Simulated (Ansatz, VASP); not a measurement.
Two plane-wave programs on Te

INCAR

```
PREC     = Accurate       # precision mode
ENCUT    = 520            # plane-wave cutoff, eV
EDIFF    = 1E-7           # SCF threshold, eV
ISMEAR   = -1             # smearing method
SIGMA    = 0.08           # smearing width, eV
LREAL    = False          # projectors in reciprocal space
LASPH    = True           # aspherical terms in the spheres
NELM     = 60             # most SCF steps
ALGO     = Normal         # electronic algorithm
ISIF     = 2              # what is computed and relaxed
LWAVE    = False          # write WAVECAR
LCHARG   = False          # write CHGCAR
GGA      = PE             # functional
NBANDS   = 13             # bands
```

The input KPOINTS:

```
regular mesh
0
Gamma
  15 15 15
```

File POSCAR:

```
Te
1.0
   -2.2949852390      2.2949852390      1.2219548523
    2.2949852390     -2.2949852390      1.2219548523
    2.2949852390      2.2949852390     -1.2219548523
Te
2
Direct
   -0.3750000000     -0.1250000000     -0.2500000000
    0.3750000000      0.1250000000      0.2500000000
```

Input for Ansatz:

```yaml
crystal:
  lattice:
    - [-2.294985239, 2.294985239, 1.2219548523]
    - [2.294985239, -2.294985239, 1.2219548523]
    - [2.294985239, 2.294985239, -1.2219548523]
  atoms:
    - { symbol: Te, position: [-0.375, -0.125, -0.25] }
    - { symbol: Te, position: [0.375, 0.125, 0.25] }
kpoints:
  mp_grid: { grid: [15, 15, 15] }
scf:
  occupations: { method: fermi_dirac, width: 0.08 }
hamiltonian:
  xc: pbe
  pseudopotentials: { kind: paw, source: ansatz }
output:
  forces: true
  stress: true
  eigenvalues: true
```

Change from the starting cell: volume scaled by 0.4, PAW files, source ansatz.

Alike in both runs: task single point; functional PBE; k mesh 15 × 15 × 15; occupations fermi-dirac, width 0.08 eV; no spin polarisation.

|  | VASP | Ansatz |
| --- | --- | --- |
| version | VASP 6.6.1 | Ansatz 0.2.0 |
| potentials or method | VASP PAW PBE potentials, release 64 (Te) | PAW with other files of Ansatz's library (source ansatz), scalar-relativistic |
| plane-wave cutoff (eV) | 520 | 640 |
| valence electrons in the cell | 12 | 32 |

```csv
,VASP,Ansatz,Ansatz less VASP
pressure (GPa),325.2,319.6,-5.63
"traceless stress, the component that is largest in VASP (GPa)",0.03,-0.15,-0.178
```

Both programs put the cell under a high pressure, so it lies far from rest at this level. VASP's potentials hold 12 valence electrons a cell and Ansatz's 32, so a difference there can come from the potentials and not from the codes.

Neither program's run includes spin-orbit coupling. Noted on VASP's run: the cell as given lies far from equilibrium.
